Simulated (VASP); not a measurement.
Write the native input for VASP 6.6.1 that does the following.

```
Task                   : relaxation of cell and atoms
Functional             : PBE
Potentials or basis    : VASP PAW PBE potentials, release 64 (Os, O)
Cutoff                 : 600 eV
k mesh                 : 6 × 6 × 6
Occupations            : gaussian, width 0.1 eV
Spin                   : collinear spin, ferromagnetic start
Starting moments       : [1.0, 0.0, 0.0, 0.0] μB
Dipole correction      : no
Further INCAR settings : ALGO = Normal; EDIFF = 1e-06; IBRION = 2; EDIFFG = -0.04; NSW = 90; ISIF = 3
```

The structure of OsO3 lies in POSCAR:

```
OsO3
1.0
   -2.1583871100      2.1583871100      2.1583871100
    2.1583871100     -2.1583871100      2.1583871100
    2.1583871100      2.1583871100     -2.1583871100
Os O
1 3
Direct
    0.0000000000      0.0000000000      0.0000000000
    0.0000000000      0.5000000000      0.5000000000
    0.5000000000      0.0000000000      0.5000000000
    0.5000000000      0.5000000000      0.0000000000
```

These files were run (other wordings do the same):

INCAR

```
PREC     = Accurate       # precision mode
ENCUT    = 600            # plane-wave cutoff, eV
EDIFF    = 1E-6           # SCF threshold, eV
ISMEAR   = 0              # smearing method
SIGMA    = 0.1            # smearing width, eV
LREAL    = F              # projectors in reciprocal space
LASPH    = T              # aspherical terms in the spheres
NELM     = 150            # most SCF steps
ALGO     = Normal         # electronic algorithm
ISIF     = 3              # what is computed and relaxed
LWAVE    = F              # write WAVECAR
LCHARG   = F              # write CHGCAR
ISPIN    = 2              # spin polarisation
MAGMOM   = 1 0 0 0        # initial moments
LORBIT   = 11             # projections on sites
LMAXMIX  = 4              # l up to which the mixer works
GGA      = PE             # functional
IBRION   = 2              # ionic algorithm
NSW      = 90             # ionic steps
EDIFFG   = -0.04          # ionic threshold
```

KPOINTS

```
Automatic mesh
0
Gamma
  6 6 6
```

Potentials or basis: VASP PAW PBE potentials, release 64 (Os, O).

Command:

```sh
$ cat potpaw_PBE.64/Os/POTCAR potpaw_PBE.64/O/POTCAR > POTCAR
$ mpirun -np 1 vasp_std > vasp.out
```

Results of the run:

```
Relaxed volume                                        : 9.05 Å³/atom
Relaxed cell                                          : a = 3.610 Å, b = 3.610 Å, c = 3.610 Å, α = 109.47°, β = 109.47°, γ = 109.47°
Space group after relaxing (to 0.05 Å)                : Im-3m (No. 229)
Energy gained by relaxing                             : 77.4 meV/atom
Ionic steps                                           : 3
Pressure after relaxing                               : -0.5 GPa
Band gap on the k mesh                                : zero (filled and empty bands overlap)
Net moment                                            : 0.00 μB per cell
Valence electrons inside the program's atomic spheres : Os 6.83; O 4.86
```

Caveat: spin-orbit coupling is left out, which moves the levels of the heavy elements.

It took 90 s on 1 thread of Intel(R) Xeon(R) Platinum 8488C (Sapphire Rapids), with other jobs on the host, peak memory 0.21 GiB.
